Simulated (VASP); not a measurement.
WC, 2 atoms in the cell. It takes space group Fm-3m (No. 225, cubic). The conventional cell has a = 4.346 Å, b = 4.346 Å, c = 4.346 Å, α = 90.00°, β = 90.00°, γ = 90.00°. W (site symmetry m-3m) has 6 C at 2.17 Å within 2.9 Å. Within 2.9 Å of C (site symmetry m-3m) lie 6 W at 2.17 Å. 

* Program: VASP 6.6.1
* Task: single point
* Functional: PBEsol
* Potentials or basis: VASP PAW PBE potentials, release 64 (W_sv, C)
* Cutoff: 520 eV
* k mesh: 14 × 14 × 14
* Occupations: gaussian, width 0.15 eV
* Spin: no spin polarisation
* Dipole correction: no
* Further INCAR settings: ALGO = Normal; EDIFF = 1e-06; NBANDS = 16

Potentials or basis: VASP PAW PBE potentials, release 64 (W_sv, C).

Command:

```sh
$ cat potpaw_PBE.64/W_sv/POTCAR potpaw_PBE.64/C/POTCAR > POTCAR
$ mpirun -np 1 vasp_std > vasp.out
```

Hardware: 1 thread of Intel(R) Xeon(R) 6975P-C (Granite Rapids), on a shared host.

Task: How long does it take, and how much memory?

Result: Run time: 8.7 s on 1 thread of Intel(R) Xeon(R) 6975P-C (Granite Rapids), with other jobs on the host, peak memory 0.16 GiB. Counts: scf iterations 12, k points 104.
